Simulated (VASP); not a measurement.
# CaO in VASP: a series of runs

The runs below take CaO through single point, with PBE, r2SCAN, HSE06.

All numbers are computed with VASP 6.6.1; they aren't measurements. Logs are shortened: lines on timing, memory, paths and dates and some standing lists are left out, and cuts for length are marked.

### 1 The cell of the first run

Symmetry: R-3m, No. 166, trigonal system. The conventional cell has a = 3.391 Å, b = 3.391 Å, c = 8.388 Å, α = 90.00°, β = 90.00°, γ = 120.00°. Within 3.2 Å of Ca (site symmetry -3m) lie 6 O at 2.41 Å. O (site symmetry -3m) has 6 Ca at 2.41 Å within 3.2 Å.

### 2 Single point, PBE (strain along [111] +1.0%)

Input file INCAR:

```
PREC = Accurate
ENCUT = 520
EDIFF = 1E-7
ISMEAR = -1
SIGMA = 0.02
LREAL = F
LASPH = T
NELM = 100
ALGO = Normal
ISIF = 2
LWAVE = F
LCHARG = T
GGA = PE
LELF = T
LVHAR = T
NBANDS = 15
```

Input file KPOINTS:

```
Automatic mesh
0
Gamma
  10 10 10
```

Input file POSCAR:

```
CaO
1.0
    0.0159836674      2.4135337777      2.4135337777
    2.4135337777      0.0159836674      2.4135337777
    2.4135337777      2.4135337777      0.0159836674
Ca O
1 1
Direct
    0.0000000000      0.0000000000      0.0000000000
    0.5000000000      0.5000000000      0.5000000000
```

Potentials or basis: VASP PAW PBE potentials, release 64 (Ca_sv, O).

Started as:

```bash
cat potpaw_PBE.64/Ca_sv/POTCAR potpaw_PBE.64/O/POTCAR > POTCAR
mpirun -np 1 vasp_std > vasp.out
```

OUTCAR:

```text
PREC = Accurate
   ENCUT = 520
   EDIFF = 1E-7
   ISMEAR = -1
   LREAL = F
   LASPH = T
   NELM = 100
   ISIF = 2
   GGA = PE

 ion  position               nearest neighbor table
   1  0.000  0.000  0.000-   2 2.41   2 2.41   2 2.41   2 2.41   2 2.41   2 2.41
   2  0.500  0.500  0.500-   1 2.41   1 2.41   1 2.41   1 2.41   1 2.41   1 2.41

  LATTYP: Found a trigonal (rhomboedric) cell.
 ALAT       =     3.4132896258
 COS(alpha) =     0.5066114071

  Lattice vectors:

 A1 = (   0.0159836674,   2.4135337777,   2.4135337777)
 A2 = (   2.4135337777,   0.0159836674,   2.4135337777)
 A3 = (   2.4135337777,   2.4135337777,   0.0159836674)

Analysis of symmetry for initial positions (statically):
=====================================================================
 Subroutine PRICEL returns:
 Original cell was already a primitive cell.

 Routine SETGRP: Setting up the symmetry group for a
 trigonal (rhombohedral) supercell.

 Subroutine GETGRP returns: Found 12 space group operations
 (whereof 12 operations were pure point group operations)
 out of a pool of 12 trial point group operations.

The static configuration has the point symmetry D_3d.

Analysis of symmetry for dynamics (positions and initial velocities):
=====================================================================
 Subroutine PRICEL returns:
 Original cell was already a primitive cell.

 Routine SETGRP: Setting up the symmetry group for a
 trigonal (rhombohedral) supercell.

 Subroutine GETGRP returns: Found 12 space group operations
 (whereof 12 operations were pure point group operations)
 out of a pool of 12 trial point group operations.

The dynamic configuration has the point symmetry D_3d.

 Subroutine INISYM returns: Found 12 space group operations
 (whereof 12 operations are pure point group operations),
 and found     1 'primitive' translations

----------------------------------------------------------------------------------------

                                     Primitive cell

  volume of cell :      27.8391

  direct lattice vectors                    reciprocal lattice vectors
     0.015983667  2.413533778  2.413533778    -0.209234486  0.207857943  0.207857943
     2.413533778  0.015983667  2.413533778     0.207857943 -0.209234486  0.207857943
     2.413533778  2.413533778  0.015983667     0.207857943  0.207857943 -0.209234486

  length of vectors
     3.413289626  3.413289626  3.413289626     0.360817016  0.360817016  0.360817016

  position of ions in fractional coordinates (direct lattice)
     0.000000000  0.000000000  0.000000000
     0.500000000  0.500000000  0.500000000

  ion indices of the primitive-cell ions
   primitive index   ion index
                 1           1
                 2           2

----------------------------------------------------------------------------------------

 KPOINTS: Automatic mesh

Automatic generation of k-mesh.
 Grid dimensions read from file:
 generate k-points for:   10   10   10

 Generating k-lattice:

  Cartesian coordinates                     Fractional coordinates (reciprocal lattice)
    -0.020923449  0.020785794  0.020785794     0.100000000  0.000000000  0.000000000
     0.020785794 -0.020923449  0.020785794     0.000000000  0.100000000  0.000000000
     0.020785794  0.020785794 -0.020923449     0.000000000  0.000000000  0.100000000

  Length of vectors
     0.036081702  0.036081702  0.036081702

  Shift w.r.t. Gamma in fractional coordinates (k-lattice)
     0.000000000  0.000000000  0.000000000

 Subroutine IBZKPT returns following result:
 ===========================================

 Found    116 irreducible k-points:

 Following reciprocal coordinates:
            Coordinates               Weight
  0.000000  0.000000  0.000000      1.000000
  0.100000 -0.000000 -0.000000      6.000000
  0.200000 -0.000000 -0.000000      6.000000
  0.300000  0.000000 -0.000000      6.000000
  0.400000 -0.000000 -0.000000      6.000000
  0.500000  0.000000  0.000000      3.000000
[... 16 lines left out ...]
  0.300000  0.300000  0.000000      6.000000
  0.400000  0.300000  0.000000     12.000000
 [... further k-points ...]
   k-points           NKPTS =    116   k-points in BZ     NKDIM =    116   number of bands    NBANDS=     15
   number of dos      NEDOS =    301   number of ions     NIONS =      2
   total plane-waves  NPLWV =  21952
   dimension x,y,z NGX =    28 NGY =   28 NGZ =   28
   dimension x,y,z NGXF=    56 NGYF=   56 NGZF=   56
   ions per type =               1   1
   NGX,Y,Z   is equivalent  to a cutoff of  13.64, 13.64, 13.64 a.u.
   NGXF,Y,Z  is equivalent  to a cutoff of  27.28, 27.28, 27.28 a.u.
 SYSTEM =  unknown system
   PREC   = accura    normal or accurate (medium, high low for compatibility)
   ISTART =      0    job   : 0-new  1-cont  2-samecut
   ICHARG =      2    charge: 1-file 2-atom 10-const
   ISPIN  =      1    spin polarized calculation?
   LNONCOLLINEAR =      F non collinear calculations
   LSORBIT =      F    spin-orbit coupling
   LASPH  =      T    aspherical Exc in radial PAW
   ENCUT  =  520.0 eV  38.22 Ry    6.18 a.u.   6.35  6.35  6.35*2*pi/ulx,y,z
   NELM   =    100;   NELMIN=  2; NELMDL= -5     # of ELM steps
   EDIFF  = 0.1E-06   stopping-criterion for ELM
   LREAL  =      F    real-space projection
   EDIFFG = 0.1E-05   stopping-criterion for IOM
   NSW    =      0    number of steps for IOM
   IBRION =     -1    ionic relax: 0-MD 1-quasi-New 2-CG
   NFREE  =      0    steps in history (QN), initial steepest desc. (CG)
   ISIF   =      2    stress and relaxation
   ISYM   =      2    0-nonsym 1-usesym 2-fastsym
   POTIM  = 0.5000    time-step for ionic-motion
   TEBEG  =    0.0;   TEEND  =   0.0 temperature during run
   PSTRESS=    0.0 pullay stress
   NELECT =      16.0000    total number of electrons
   NUPDOWN=      -1.0000    fix difference up-down
   EMIN   =  10.00;   EMAX   =-10.00  energy-range for DOS
   EFERMI =   0.00;   METHOD = LEGACY
   ISMEAR =    -1;   SIGMA  =   0.02  broadening in eV -4-tet -1-fermi 0-gaus
   EFERMI_NEDOS =   21; number of points for ismear=-14 and -15
   IALGO  =     38    algorithm
   IMIX   =      4    mixing-type and parameters
     AMIX     =   0.40;   BMIX     =  1.00
     AMIX_MAG =   1.60;   BMIX_MAG =  1.00
  volume/ion in A,a.u.               =      13.92        93.93
  Fermi-wavevector in a.u.,A,eV,Ry     =   1.361121  2.572145 25.206832  1.852650
  Thomas-Fermi vector in A             =   2.487724
   LORBIT       =      0    0 simple, 1 ext, 2 COOP (PROOUT), +10 PAW based schemes
   GGA     = PE    functional components
   LHFCALC =     F    Hartree Fock is set to
   AEXX    =    0.0000 exact exchange contribution
   IVDW    =     0    specifies the selected vdW correction
   LEPSILON=     F    determine dielectric tensor
   LRPA    =     F    only Hartree local field effects (RPA)
 non-spin polarized calculation
  energy-cutoff  :      520.00
  volume of cell :       27.84
 maximum number of plane-waves:       764
 NGX is ok and might be reduce to    28
   NGX = 13   NGY = 13   NGZ = 13

 number of electron      15.9999998 magnetization

 Free energy of the ion-electron system (eV)
  ---------------------------------------------------
  ext. energy  EPLUGINS =         0.00000000
  ---------------------------------------------------
  free energy    TOTEN  =       -12.80143544 eV

  energy without entropy =      -12.80143544  energy(sigma->0) =      -12.80143544

 E-fermi :   2.7609     XC(G=0): -10.4615

 val. band max:        2.3448663882   @ k =   0.0000   0.0000   0.0000
 cond. band min:       5.9695464631   @ k =   0.5000   0.5000  -0.0000
 fundamental gap:      3.6246800750
 Fermi energy:         2.7608863149

 k-point     1 :       0.0000    0.0000    0.0000
  band No.  band energies     occupation
      1     -35.3156      2.00000
      2     -16.0820      2.00000
      3     -16.0813      2.00000
      4     -16.0813      2.00000
      5     -13.1933      2.00000
      6       2.3111      2.00000
      7       2.3449      2.00000
      8       2.3449      2.00000
      9       7.0213      0.00000
     10       8.4883      0.00000
     11       8.5837      0.00000
     12       8.5837      0.00000
     13      10.0513      0.00000
     14      10.0513      0.00000
     15      17.3879      0.00000

 k-point     2 :       0.1000   -0.0000   -0.0000
  band No.  band energies     occupation
      1     -35.3059      2.00000
      2     -16.2204      2.00000
      3     -16.0869      2.00000
      4     -16.0868      2.00000
      5     -13.0476      2.00000
      6       1.9800      2.00000
      7       2.1746      2.00000
      8       2.2067      2.00000
      9       7.4784      0.00000
     10       8.5339      0.00000
     11       8.6742      0.00000
     12       8.7554      0.00000
     13      10.2905      0.00000
     14      10.2908      0.00000
     15      17.7884      0.00000

 k-point     3 :       0.2000   -0.0000   -0.0000
  band No.  band energies     occupation
      1     -35.2803      2.00000
      2     -16.5365      2.00000
      3     -16.1014      2.00000
      4     -16.0998      2.00000
      5     -12.7132      2.00000
      6       1.2099      2.00000
      7       1.8372      2.00000
      8       1.8751      2.00000
      9       8.4118      0.00000
     10       8.6640      0.00000
     11       9.1484      0.00000
     12       9.2306      0.00000
     13      10.9100      0.00000
     14      10.9116      0.00000
     15      18.3662      0.00000

 k-point     4 :       0.3000    0.0000   -0.0000
  band No.  band energies     occupation
      1     -35.2486      2.00000
      2     -16.8660      2.00000
      3     -16.1193      2.00000
      4     -16.1156      2.00000
      5     -12.3593      2.00000
      6       0.4394      2.00000
      7       1.4681      2.00000
      8       1.5117      2.00000
      9       8.7337      0.00000
     10       9.7013      0.00000
     11       9.8230      0.00000
     12       9.8838      0.00000
     13      11.6964      0.00000
     14      11.6996      0.00000
     15      17.8680      0.00000
[... 307 lines left out ...]
 k-point    22 :      -0.2000    0.2000    0.0000
  band No.  band energies     occupation
      1     -35.2378      2.00000
      2     -16.8112      2.00000
      3     -16.2551      2.00000
      4     -16.1062      2.00000
      5     -12.3832      2.00000
      6       0.4371      2.00000
      7       1.3268      2.00000
      8       1.7228      2.00000
      9       8.4703      0.00000
     10       9.4784      0.00000
     11       9.6423      0.00000
     12      10.4979      0.00000
     13      11.9344      0.00000
     14      12.2002      0.00000
     15      18.2998      0.00000

 k-point    23 :       0.3000    0.3000    0.0000
  band No.  band energies     occupation
      1     -35.2288      2.00000
      2     -16.6576      2.00000
      3     -16.2310      2.00000
      4     -16.2275      2.00000
      5     -12.6760      2.00000
      6       0.5982      2.00000
      7       1.9775      2.00000
      8       2.0068      2.00000
      9       6.6714      0.00000
     10       9.3800      0.00000
     11      10.7738      0.00000
     12      10.8739      0.00000
     13      10.9002      0.00000
     14      12.7189      0.00000
     15      19.5052      0.00000

 k-point    24 :       0.4000    0.3000    0.0000
  band No.  band energies     occupation
      1     -35.2090      2.00000
      2     -16.7183      2.00000
      3     -16.2780      2.00000
      4     -16.2535      2.00000
      5     -12.6781      2.00000
      6       0.6601      2.00000
      7       1.7919      2.00000
      8       1.8649      2.00000
      9       6.6399      0.00000
     10       9.9570      0.00000
     11      11.0920      0.00000
     12      11.1769      0.00000
     13      11.3126      0.00000
     14      13.1156      0.00000
     15      17.8844      0.00000

 [... further k-points ...]
[... 5 lines left out ...]
  --------------------------------------------------------------------------------------
  -------------------------------------------------------------------------------------
  Total        0.3333455      0.3333455      0.3333455     -0.0885074     -0.0885074     -0.0885074
  in kB       19.1845089     19.1845089     19.1845089     -5.0937255     -5.0937255     -5.0937255
  external PRESSURE =      19.1845089 kB  Pullay stress =       0.0000000 kB

 VOLUME and BASIS-vectors are now :
 -----------------------------------------------------------------------------
  energy-cutoff  :      520.00
  volume of cell :       27.84
      direct lattice vectors                 reciprocal lattice vectors
     0.015983667  2.413533778  2.413533778    -0.209234486  0.207857943  0.207857943
     2.413533778  0.015983667  2.413533778     0.207857943 -0.209234486  0.207857943
     2.413533778  2.413533778  0.015983667     0.207857943  0.207857943 -0.209234486

 POSITION                                       TOTAL-FORCE (eV/Angst)
 -----------------------------------------------------------------------------------
      0.00000      0.00000      0.00000        -0.000000      0.000000     -0.000000
      2.42153      2.42153      2.42153         0.000000     -0.000000      0.000000
 -----------------------------------------------------------------------------------
    total drift:                                0.000000      0.000000      0.000000

  FREE ENERGIE OF THE ION-ELECTRON SYSTEM (eV)
  ---------------------------------------------------
  free  energy   TOTEN  =       -12.8014354379 eV

  energy  without entropy=      -12.8014354379  energy(sigma->0) =      -12.80143544
```

It took 25 s on 1 thread of Intel Xeon 6975P-C (Granite Rapids), shared host; peak memory 0.19 GiB.

What came out:

```
Free energy            : -12.8014 eV
Pressure               : 1.9 GPa
Band gap on the k mesh : 3.62 eV, indirect (least direct gap 4.00 eV)
```

Stress tensor (GPa, compression positive):
```
 1.92 -0.51 -0.51
-0.51  1.92 -0.51
-0.51 -0.51  1.92
```

Levels at points of the mesh, in eV from the valence-band top:
```csv
k point,band 5,band 6,band 7,band 8,band 9,band 10,band 11,band 12
"(0.00, 0.00, 0.00)",-15.54,-0.03,0.00,0.00,4.68,6.14,6.24,6.24
"(0.50, 0.00, 0.00)",-14.35,-2.64,-1.24,-1.19,7.03,8.30,8.38,8.47
"(0.50, 0.50, 0.00)",-15.30,-1.31,-0.40,-0.37,3.62,8.01,8.86,9.50
"(0.50, 0.50, 0.50)",-14.35,-2.65,-1.17,-1.17,7.00,8.29,8.29,8.48
```

Caveat: the cell differs from its parent crystal (strain along [111] +1.0%). A k mesh can miss the band edges.

### 3 Single point, r2SCAN (strain along [111] +1.0%)

POSCAR is that of step 2.

Input file INCAR.step1:

```
SYSTEM = CaO
PREC = Accurate
ENCUT = 520
ISMEAR = 0
SIGMA = 0.01
LREAL = .FALSE.
LASPH = .TRUE.
NELM = 100
NBANDS = 15
GGA = PE
ALGO = Normal
EDIFF = 1E-4
LWAVE = .TRUE.
LCHARG = .FALSE.
```

Input file INCAR.step2:

```
SYSTEM = CaO
PREC = Accurate
ENCUT = 520
EDIFF = 1E-6
ISMEAR = 0
SIGMA = 0.01
LREAL = .FALSE.
LASPH = .TRUE.
NELM = 100
ALGO = Normal
ISIF = 2
LWAVE = .FALSE.
LCHARG = .FALSE.
METAGGA = R2SCAN
LMIXTAU = .TRUE.
NBANDS = 15
ISTART = 1
```

Input file KPOINTS:

```
regular mesh
0
G
  10 10 10
  0 0 0
```

Potentials or basis: VASP PAW PBE potentials, release 64 (Ca_sv, O).

Started as:

```bash
cat potpaw_PBE.64/Ca_sv/POTCAR potpaw_PBE.64/O/POTCAR > POTCAR
cp INCAR.step1 INCAR
mpirun -np 1 vasp_std > vasp.out
cp INCAR.step2 INCAR
mpirun -np 1 vasp_std > vasp.out
```

It took 90 s on 1 thread of Intel Xeon 6975P-C (Granite Rapids), shared host; peak memory 0.2 GiB.

The run converged. Its results:

| Property | Result |
| --- | --- |
| Free energy | -19.4533 eV |
| Pressure | -0.2 GPa |
| Band gap on the k mesh | 4.18 eV, indirect (least direct gap 4.55 eV) |

Stress tensor (GPa, compression positive):
```
-0.15 -0.53 -0.53
-0.53 -0.15 -0.53
-0.53 -0.53 -0.15
```

Levels at points of the mesh, in eV from the valence-band top:
```tsv
k point	band 5	band 6	band 7	band 8	band 9	band 10	band 11	band 12
(0.00, 0.00, 0.00)	-16.48	-0.03	0.00	0.00	5.39	6.77	6.87	6.87
(0.50, 0.00, 0.00)	-15.22	-2.61	-1.24	-1.19	7.68	8.99	9.07	9.18
(0.50, 0.50, 0.00)	-16.26	-1.31	-0.40	-0.37	4.18	8.73	9.60	10.20
(0.50, 0.50, 0.50)	-15.21	-2.61	-1.17	-1.17	7.65	8.98	8.98	9.19
```

Caveat: the cell differs from its parent crystal (strain along [111] +1.0%); the PAW data sets were made with another functional, which shifts forces and pressure a little. A k mesh can miss the band edges.

### 4 Single point, HSE06 (strain -5.0%)

Input file POSCAR:

```
CaO
1.0
    0.0000000000      2.2776726047      2.2776726047
    2.2776726047      0.0000000000      2.2776726047
    2.2776726047      2.2776726047      0.0000000000
Ca O
1 1
Direct
    0.0000000000      0.0000000000      0.0000000000
    0.5000000000      0.5000000000      0.5000000000
```

Input file INCAR.step1:

```
PREC = Accurate ; ENCUT = 520
EDIFF = 1E-5 ; ISMEAR = 0
SIGMA = 0.01 ; LREAL = False
LASPH = True ; NELM = 60
ALGO = Normal ; ISIF = 2
LWAVE = True ; LCHARG = False
NBANDS = 15 ; GGA = PE
```

Input file INCAR.step2:

```
PREC = Accurate ; ENCUT = 520
EDIFF = 1E-7 ; ISMEAR = 0
SIGMA = 0.01 ; LREAL = False
LASPH = True ; NELM = 60
ALGO = Normal ; ISIF = 2
LWAVE = False ; LCHARG = False
GGA = PE ; LHFCALC = True
HFSCREEN = 0.2079 ; PRECFOCK = Normal
NBANDS = 15 ; ISTART = 1
```

Input file KPOINTS:

```
Automatic mesh
0
Gamma
  6 6 6
```

Started as:

```bash
cat potpaw_PBE.64/Ca_sv/POTCAR potpaw_PBE.64/O/POTCAR > POTCAR
cp INCAR.step1 INCAR
mpirun -np 1 vasp_std > vasp.out
cp INCAR.step2 INCAR
mpirun -np 1 vasp_std > vasp.out
```

Wall time 10 min (1 thread of Intel Xeon 6975P-C (Granite Rapids), shared host); peak memory 0.25 GiB.

The run converged. Its results:

* Free energy: -14.5766 eV
* Pressure: 26.4 GPa
* Band gap on the k mesh: 5.21 eV, indirect (least direct gap 5.56 eV)

Levels at points of the mesh, in eV from the valence-band top:
```tsv
k point	band 5	band 6	band 7	band 8	band 9	band 10	band 11	band 12
(0.00, 0.00, 0.00)	-17.37	0.00	0.00	0.00	7.76	8.58	8.58	8.58
(0.50, 0.00, 0.00)	-15.02	-3.25	-1.65	-1.65	9.89	11.45	11.56	11.56
(0.50, 0.50, 0.00)	-17.15	-1.29	-0.35	-0.35	5.21	11.52	12.11	13.13
```

Caveat: the cell differs from its parent crystal (strain -5.0%); the PAW data sets were made with another functional, which shifts forces and pressure a little. A k mesh can miss the band edges.

### 5 The runs side by side

| level | cell | k mesh | smearing | grid for exact exchange (PRECFOCK) | screening parameter | gap on the mesh (eV) | pressure (GPa) |
| --- | --- | --- | --- | --- | --- | --- | --- |
| PBE | a = 3.413 Å, angles 59.6°, 2 atoms | 10 × 10 × 10 | fermi-dirac 0.02 eV | - | - | 3.62 | 1.9 |
| r2SCAN | a = 3.413 Å, angles 59.6°, 2 atoms | 10 × 10 × 10 | gaussian 0.01 eV | - | - | 4.18 | -0.2 |
| HSE06 | a = 3.221 Å, angles 60.0°, 2 atoms | 6 × 6 × 6 | gaussian 0.01 eV | Normal | 0.2079 1/Å | 5.21 | 26.4 |

Alike in all rows: task single point; potentials or basis VASP PAW PBE potentials, release 64 (Ca_sv, O); no spin polarisation; cutoff (eV) 520.

Caveats: the PAW data sets were made with another functional, which shifts forces and pressure a little (some runs).

Absolute energies hang on the potentials; compare differences alone.
